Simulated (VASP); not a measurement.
A run of VASP 6.6.1 is set up as follows.

Contents of INCAR:

```
SYSTEM = Cu3O
ALGO     = Normal         ! electronic algorithm
EDIFF    = 1E-6           ! SCF threshold, eV
EDIFFG   = -0.01          ! ionic threshold
ENCUT    = 600            ! plane-wave cutoff, eV
GGA      = PE             ! functional
IBRION   = 2              ! ionic algorithm
ISIF     = 3              ! what is computed and relaxed
ISMEAR   = 0              ! smearing method
LASPH    = .True.         ! aspherical terms in the spheres
LCHARG   = .False.        ! write CHGCAR
LREAL    = .False.        ! projectors in reciprocal space
LWAVE    = .False.        ! write WAVECAR
NELM     = 80             ! most SCF steps
NSW      = 100            ! ionic steps
PREC     = Accurate       ! precision mode
SIGMA    = 0.1            ! smearing width, eV
```

KPOINTS

```
k-points
0
Gamma
  12 12 12
  0 0 0
```

POSCAR

```
Cu3O
1.0
    3.9698557517      0.0000000000      0.0000000000
    0.0000000000      3.9698557517      0.0000000000
    0.0000000000      0.0000000000      3.9698557517
Cu O
3 1
Direct
    0.5000000000      0.0000000000      0.0000000000
    0.0000000000      0.5000000000      0.0000000000
    0.0000000000      0.0000000000      0.5000000000
    0.0000000000      0.0000000000      0.0000000000
```

Potentials or basis: VASP PAW PBE potentials, release 64 (Cu, O).

Command:

```bash
$ cat potpaw_PBE.64/Cu/POTCAR potpaw_PBE.64/O/POTCAR > POTCAR
$ mpirun -np 1 vasp_std > vasp.out
```

(1) Predict the space group after relaxing (to 0.05 Å).

(2) Predict the relaxed volume.

(3) Estimate the relaxed cell.

## Answers

(1) Pm-3m (No. 221).

(2) 15.88 Å³/atom.

(3) a = 3.990 Å, b = 3.990 Å, c = 3.990 Å, α = 90.00°, β = 90.00°, γ = 90.00°.

Caveat: an odd number of electrons without spin polarisation forces a metal; a magnetic or distorted state may lie lower.
